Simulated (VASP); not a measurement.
Here is a VASP 6.6.1 calculation.

INCAR

```
ALGO = Normal ; EDIFF = 1E-8
ENCUT = 520 ; GGA = PE
ISIF = 2 ; ISMEAR = -1
LASPH = True ; LCHARG = False
LEFG = True ; LREAL = False
LWAVE = False ; NBANDS = 28
NELM = 60 ; PREC = Accurate
SIGMA = 0.05
```

The input KPOINTS:

```
k-points
0
Gamma
  7 7 7
```

File POSCAR:

```
SrTiO3
1.0
    3.8787911566      0.0000000000      0.0000000000
    0.0000000000      3.8787911566      0.0000000000
    0.0000000000      0.0000000000      3.8787911566
Sr Ti O
1 1 3
Direct
    0.0000000000      0.0000000000      0.0000000000
    0.5000000000      0.5000000000      0.5000000000
    0.0000000000      0.5000000000      0.5000000000
    0.5000000000      0.0000000000      0.5000000000
    0.5000000000      0.5000000000      0.0000000000
```

Potentials or basis: VASP PAW PBE potentials, release 64 (Sr_sv, Ti_sv, O).

Run with:

```bash
$ cat potpaw_PBE.64/Sr_sv/POTCAR potpaw_PBE.64/Ti_sv/POTCAR potpaw_PBE.64/O/POTCAR > POTCAR
$ mpirun -np 1 vasp_std > vasp.out
```

Q: What does it give for the band gap on the k mesh?

A: 1.96 eV (least direct gap 2.24 eV).

Q: Estimate the pressure.

A: 9.0 GPa.

Electric field gradients, principal values (V/Å²):
| atom | least | middle | greatest (by size) |
| --- | --- | --- | --- |
| 1 Sr | 0.000 | 0.000 | 0.000 |
| 2 Ti | 0.000 | 0.000 | 0.000 |
| 3 O | -4.685 | -4.685 | 9.371 |
| 4 O | -4.685 | -4.685 | 9.371 |
| 5 O | -4.685 | -4.685 | 9.371 |

Caveat: the cell stands under pressure; without QUAD_EFG the Cq values of the log hold for a quadrupole moment of 1 mb, not for the nuclei; an odd mesh through Γ misses points on the zone boundary, where band edges can lie.
